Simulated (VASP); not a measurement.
The system is Ti3Al.

```
Ti Al
1.0
     0.00000    3.31890    3.31890
     3.31890    0.00000    3.31890
     3.31890    3.31890    0.00000
Ti Al
3 1
Direct
  0.75000 0.75000 0.75000
  0.25000 0.25000 0.25000
  0.00000 0.00000 0.00000
  0.50000 0.50000 0.50000
```

Base run:

| Quantity | Value |
| --- | --- |
| Program | VASP 6.6.1 |
| Functional | PBEsol |
| Potentials or basis | VASP PAW PBE potentials, release 64 (Ti_sv, Al) |
| Cutoff | 520 eV |
| k mesh | 12 × 12 × 12 |
| Occupations | gaussian, width 0.15 eV |
| Spin | collinear spin |
| Starting moments | [0.5, 0.5, 0.5, 0.0] μB |
| Fixed moment | 1.5 μB |

Its results: pressure -11.2 GPa; site moments Ti +0.14, +0.87 (each value once); Al -0.02 μB.

Question: The run is repeated on the same cell with these changes: fixed moment from 1.5 μB to 0.3 μB; moments at the start from [0.5, 0.5, 0.5, 0.0] to [0.1, 0.1, 0.1, 0.0]. What comes out?

Answer: Pressure -11.7 GPa; site moments Ti -0.00, +0.25 (each value once); Al -0.00 μB.

Caveats: the cell stands under tension; the PAW data sets were made with another functional, which shifts forces and pressure a little; the total moment is fixed, so each spin has its own Fermi level and the state may be an excited one.
